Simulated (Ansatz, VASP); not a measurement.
**C in VASP and in Ansatz**

```
C
1.0
     2.51239    0.00000    0.00000
    -1.25619    2.17579    0.00000
     0.00000    0.00000   12.39177
C
12
Direct
  0.00000 0.00000 0.18683
  0.00000 0.00000 0.68683
  0.00000 0.00000 0.31317
  0.00000 0.00000 0.81317
  0.33333 0.66667 0.52076
  0.66667 0.33333 0.02076
  0.33333 0.66667 0.97924
  0.66667 0.33333 0.47924
  0.33333 0.66667 0.64506
  0.66667 0.33333 0.14506
  0.33333 0.66667 0.85494
  0.66667 0.33333 0.35494
```

Alike in both runs: functional r2SCAN; k mesh 12 × 12 × 2; occupations gaussian, width 0.02 eV; no spin polarisation.

Ansatz relaxed the structure, and its values are those at the end. VASP's run is a single point on that final structure, the one shown.

|  | VASP | Ansatz |
| --- | --- | --- |
| version | VASP 6.6.1 | Ansatz 0.2.0 |
| potentials or method | VASP PAW PBE potentials, release 64 (C), cutoff 520 eV | scalar-relativistic, plane waves, PAW |
| valence electrons in the cell | 48 | 48 |

|  | VASP | Ansatz | Ansatz less VASP |
| --- | --- | --- | --- |
| gap on the k mesh at the Fermi level (eV) | 4.66 | 4.69 | +0.027 |
| least direct gap on the mesh (eV) | 5.63 | 5.68 | +0.045 |
| pressure (GPa) | 1.1 | 0.0 | -1.11 |

VASP's potentials were made for PBE, not for r2SCAN. With one functional, cell and mesh, what is left measures potentials, basis and numerics.
